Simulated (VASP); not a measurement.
# Rb2Na (Fd-3m) in VASP: a series of runs

The runs below take Rb2Na through single point, relaxation of cell and atoms, with PBE.

All numbers are computed with VASP 6.6.1; they aren't measurements. Logs are shortened: lines on timing, memory, paths and dates and some standing lists are left out, and cuts for length are marked.

**1. The cell of the first run**

It takes space group Fd-3m (No. 227, cubic). The conventional cell has a = 12.225 Å, b = 12.225 Å, c = 12.225 Å, α = 90.00°, β = 90.00°, γ = 90.00°. Rb (site symmetry -3m) has 6 Rb at 4.32 Å and 6 Na at 5.07 Å within 5.7 Å.

**2. Single point, PBE**

INCAR reads:

```
  PREC = Accurate
  ENCUT = 520
  EDIFF = 1E-6
  ISMEAR = 0
  SIGMA = 0.1
  LREAL = F
  LASPH = T
  NELM = 100
  ALGO = Fast
  ISIF = 2
  LWAVE = F
  LCHARG = F
  GGA = PE
  NBANDS = 34
```

KPOINTS reads:

```
Automatic mesh
0
Gamma
  4 4 4
```

POSCAR reads:

```
Rb2Na
1.0
    0.0000000000      6.1126896806      6.1126896806
    6.1126896806      0.0000000000      6.1126896806
    6.1126896806      6.1126896806      0.0000000000
Rb Na
4 2
Direct
    0.6250000000      0.6250000000      0.6250000000
    0.1250000000      0.6250000000      0.6250000000
    0.6250000000      0.6250000000      0.1250000000
    0.6250000000      0.1250000000      0.6250000000
    0.0000000000      0.0000000000      0.0000000000
    0.2500000000      0.2500000000      0.2500000000
```

Potentials or basis: VASP PAW PBE potentials, release 64 (Rb_sv, Na_pv).

Command:

```console
$ cat potpaw_PBE.64/Rb_sv/POTCAR potpaw_PBE.64/Na_pv/POTCAR > POTCAR
$ mpirun -np 1 vasp_std > vasp.out
```

OUTCAR:

```text
PREC = Accurate
   ENCUT = 520
   EDIFF = 1E-6
   ISMEAR = 0
   LREAL = F
   LASPH = T
   NELM = 100
   ISIF = 2
   GGA = PE

 ion  position               nearest neighbor table
   1  0.625  0.625  0.625-   2 4.32   3 4.32   4 4.32   3 4.32   4 4.32   2 4.32
   2  0.125  0.625  0.625-   1 4.32   3 4.32   4 4.32   1 4.32   3 4.32   4 4.32
   3  0.625  0.625  0.125-   1 4.32   1 4.32   2 4.32   4 4.32   4 4.32   2 4.32
   4  0.625  0.125  0.625-   1 4.32   3 4.32   1 4.32   2 4.32   3 4.32   2 4.32
   5  0.000  0.000  0.000-
   6  0.250  0.250  0.250-

  LATTYP: Found a face centered cubic cell.
 ALAT       =    12.2253793612

  Lattice vectors:

 A1 = (   0.0000000000,   6.1126896806,   6.1126896806)
 A2 = (   6.1126896806,   0.0000000000,   6.1126896806)
 A3 = (   6.1126896806,   6.1126896806,   0.0000000000)

Analysis of symmetry for initial positions (statically):
=====================================================================
 Subroutine PRICEL returns:
 Original cell was already a primitive cell.

 Routine SETGRP: Setting up the symmetry group for a
 face centered cubic supercell.

 Subroutine GETGRP returns: Found 48 space group operations
 (whereof 24 operations were pure point group operations)
 out of a pool of 48 trial point group operations.

The static configuration has the point symmetry T_d .
 The point group associated with its full space group is O_h .

Analysis of symmetry for dynamics (positions and initial velocities):
=====================================================================
 Subroutine PRICEL returns:
 Original cell was already a primitive cell.

 Routine SETGRP: Setting up the symmetry group for a
 face centered cubic supercell.

 Subroutine GETGRP returns: Found 48 space group operations
 (whereof 24 operations were pure point group operations)
 out of a pool of 48 trial point group operations.

The dynamic configuration has the point symmetry T_d .
 The point group associated with its full space group is O_h .

 Subroutine INISYM returns: Found 48 space group operations
 (whereof 24 operations are pure point group operations),
 and found     1 'primitive' translations

----------------------------------------------------------------------------------------

                                     Primitive cell

  volume of cell :     456.8010

[... 80 lines left out ...]
   LREAL  =      F    real-space projection
   EDIFFG = 0.1E-04   stopping-criterion for IOM
   NSW    =      0    number of steps for IOM
   IBRION =     -1    ionic relax: 0-MD 1-quasi-New 2-CG
   NFREE  =      0    steps in history (QN), initial steepest desc. (CG)
   ISIF   =      2    stress and relaxation
   ISYM   =      2    0-nonsym 1-usesym 2-fastsym
   POTIM  = 0.5000    time-step for ionic-motion
   TEBEG  =    0.0;   TEEND  =   0.0 temperature during run
   PSTRESS=    0.0 pullay stress
   NELECT =      50.0000    total number of electrons
   NUPDOWN=      -1.0000    fix difference up-down
   EMIN   =  10.00;   EMAX   =-10.00  energy-range for DOS
   EFERMI =   0.00;   METHOD = LEGACY
   ISMEAR =     0;   SIGMA  =   0.10  broadening in eV -4-tet -1-fermi 0-gaus
   EFERMI_NEDOS =   21; number of points for ismear=-14 and -15
   IALGO  =     68    algorithm
   IMIX   =      4    mixing-type and parameters
     AMIX     =   0.40;   BMIX     =  1.00
     AMIX_MAG =   1.60;   BMIX_MAG =  1.00
  volume/ion in A,a.u.               =      76.13       513.77
  Fermi-wavevector in a.u.,A,eV,Ry     =   0.783109  1.479862  8.343915  0.613260
  Thomas-Fermi vector in A             =   1.886971
   LORBIT       =      0    0 simple, 1 ext, 2 COOP (PROOUT), +10 PAW based schemes
   GGA     = PE    functional components
   LHFCALC =     F    Hartree Fock is set to
   AEXX    =    0.0000 exact exchange contribution
   IVDW    =     0    specifies the selected vdW correction
   LEPSILON=     F    determine dielectric tensor
   LRPA    =     F    only Hartree local field effects (RPA)
 non-spin polarized calculation
 RMM-DIIS sequential band-by-band and
 Gauss-broadening in eV      SIGMA  =   0.10
  energy-cutoff  :      520.00
  volume of cell :      456.80
 maximum number of plane-waves:     12339
   NGX = 33   NGY = 33   NGZ = 33

 number of electron      49.9999989 magnetization

 Free energy of the ion-electron system (eV)
  ---------------------------------------------------
  ext. energy  EPLUGINS =         0.00000000
  ---------------------------------------------------
  free energy    TOTEN  =        -5.45152467 eV

  energy without entropy =       -5.42149923  energy(sigma->0) =       -5.43651195

 E-fermi :   0.0071     XC(G=0):  -5.5594

 val. band max:       -0.0347433611   @ k =   0.2500   0.2500   0.0000
 cond. band min:       0.0487927001   @ k =   0.0000   0.0000   0.0000
 fundamental gap:      0.0835360612
 Fermi energy:         0.0071422785

 k-point     1 :       0.0000    0.0000    0.0000
  band No.  band energies     occupation
      1     -29.0656      2.00000
      2     -29.0446      2.00000
      3     -29.0446      2.00000
      4     -29.0446      2.00000
      5     -25.4032      2.00000
      6     -25.4032      2.00000
[... 285 lines left out ...]
     33       2.4077      0.00000
     34       2.4533      0.00000

------------------------ aborting loop because EDIFF is reached ----------------------------------------

  FORCE on cell =-STRESS in cart. coord.  units (eV):
  Direction    XX          YY          ZZ          XY          YZ          ZX
  --------------------------------------------------------------------------------------
  -------------------------------------------------------------------------------------
  Total        0.1887597      0.1887597      0.1887597      0.0000000      0.0000000      0.0000000
  in kB        0.6620530      0.6620530      0.6620530      0.0000000      0.0000000      0.0000000
  external PRESSURE =       0.6620530 kB  Pullay stress =       0.0000000 kB

 VOLUME and BASIS-vectors are now :
 -----------------------------------------------------------------------------
  energy-cutoff  :      520.00
  volume of cell :      456.80
      direct lattice vectors                 reciprocal lattice vectors
     0.000000000  6.112689681  6.112689681    -0.081797053  0.081797053  0.081797053
     6.112689681  0.000000000  6.112689681     0.081797053 -0.081797053  0.081797053
     6.112689681  6.112689681  0.000000000     0.081797053  0.081797053 -0.081797053

 POSITION                                       TOTAL-FORCE (eV/Angst)
 -----------------------------------------------------------------------------------
      7.64086      7.64086      7.64086        -0.000000     -0.000000     -0.000000
      7.64086      4.58452      4.58452        -0.000000     -0.000000     -0.000000
      4.58452      4.58452      7.64086        -0.000000     -0.000000      0.000000
      4.58452      7.64086      4.58452        -0.000000     -0.000000      0.000000
      0.00000      0.00000      0.00000        -0.000000     -0.000000     -0.000000
      3.05634      3.05634      3.05634         0.000000      0.000000      0.000000
 -----------------------------------------------------------------------------------
    total drift:                                0.000000      0.000000      0.000000

  FREE ENERGIE OF THE ION-ELECTRON SYSTEM (eV)
  ---------------------------------------------------
  free  energy   TOTEN  =        -5.4515246748 eV

  energy  without entropy=       -5.4214992313  energy(sigma->0) =       -5.43651195
```

Run time: 2.5 min. Hardware: 1 thread of AMD EPYC 9R45 (Zen 5), shared host; peak memory 0.58 GiB.

Results:

| Property | Result |
| --- | --- |
| Free energy | -5.4515 eV |
| Pressure | 0.1 GPa |
| Band gap on the k mesh | zero (bands 25 and 26 overlap by 1.46 eV) |

[end of part 1 of 2]
